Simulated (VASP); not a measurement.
Here is a VASP 6.6.1 calculation.

File INCAR:

```
SYSTEM = Si
ALGO = Normal
EDIFF = 1E-7
EDIFFG = -0.005
ENCUT = 600
GGA = PE
IBRION = 2
ISIF = 3
ISMEAR = 0
LASPH = .TRUE.
LCHARG = .FALSE.
LREAL = .FALSE.
LWAVE = .FALSE.
NELM = 100
NSW = 80
PREC = Accurate
SIGMA = 0.01
```

KPOINTS

```
k-points
0
G
  10 10 10
  0 0 0
```

Contents of POSCAR:

```
Si
1.0
    0.0000000000      2.7150000000      2.7150000000
    2.7150000000      0.0000000000      2.7150000000
    2.7150000000      2.7150000000      0.0000000000
Si
2
Direct
    0.0000000000      0.0000000000      0.0000000000
    0.2500000000      0.2500000000      0.2500000000
```

Potentials or basis: VASP PAW PBE potentials, release 64 (Si).

Command:

```sh
$ cat potpaw_PBE.64/Si/POTCAR > POTCAR
$ mpirun -np 1 vasp_std > vasp.out
```

Task: What does it give for the space group after relaxing (to 0.05 Å)?

Result: Fd-3m (No. 227).

Task: Estimate the relaxed volume.

Result: 20.44 Å³/atom.

Task: Predict the relaxed cell.

Result: a = 3.867 Å, b = 3.867 Å, c = 3.867 Å, α = 60.00°, β = 60.00°, γ = 60.00°.

Task: Estimate the band gap on the k mesh.

Result: 0.62 eV, indirect (least direct gap 2.56 eV).

Final structure:
```yaml
crystal:
  lattice:
    - [0.00000, 2.73431, 2.73431]
    - [2.73431, 0.00000, 2.73431]
    - [2.73431, 2.73431, 0.00000]
  atoms:
    - { symbol: Si, position: [0.00000, 0.00000, 0.00000] }
    - { symbol: Si, position: [0.25000, 0.25000, 0.25000] }
```

A k mesh can miss the band edges. Expect the measured gap to be larger: semilocal functionals such as PBE lack the derivative discontinuity.
